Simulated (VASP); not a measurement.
BiTe:

```
Bi Te
1.0
     0.00000    3.23500    3.23500
     3.23500    0.00000    3.23500
     3.23500    3.23500    0.00000
Bi Te
1 1
Direct
  0.00000 0.00000 0.00000
  0.50000 0.50000 0.50000
```

| Item | Value |
| --- | --- |
| Program | VASP 6.6.1 |
| Task | relaxation of cell and atoms |
| Functional | revPBE |
| Dispersion | D3(BJ) |
| Potentials or basis | VASP PAW PBE potentials, release 64 (Bi_d, Te) |
| Cutoff | 600 eV |
| k mesh | 7 × 7 × 7 |
| Occupations | fermi-dirac, width 0.05 eV |
| Spin | no spin polarisation |

At the start: pressure -2.3 GPa; volume 33.86 Å³/atom.

Task: How do energy, volume and symmetry change on relaxing?

Result: Over 3 steps the energy falls by 11.6 meV/atom and the volume is 32.31 Å³/atom (-4.6 %); space group Fm-3m (No. 225, to 0.05 Å).

The path:
```
step  energy change (eV)  largest force (eV/Å)  pressure (GPa)  volume (Å³)
   1              0.0000                0.0000           -2.31        67.71
   2             -0.0165                0.0000            1.41        63.04
   3             -0.0232                0.0000            0.00        64.61
```

Final structure:
```xyz
2
Lattice="0.0000 3.1849 3.1849 3.1849 0.0000 3.1849 3.1849 3.1849 0.0000" Properties=species:S:1:pos:R:3 pbc="T T T"
Bi    0.0000    0.0000    0.0000
Te    3.1849    3.1849    3.1849
```

Caveat: the PAW data sets were made with another functional, which shifts forces and pressure a little; pairwise dispersion overbinds metals, which lowers pressure and volume.
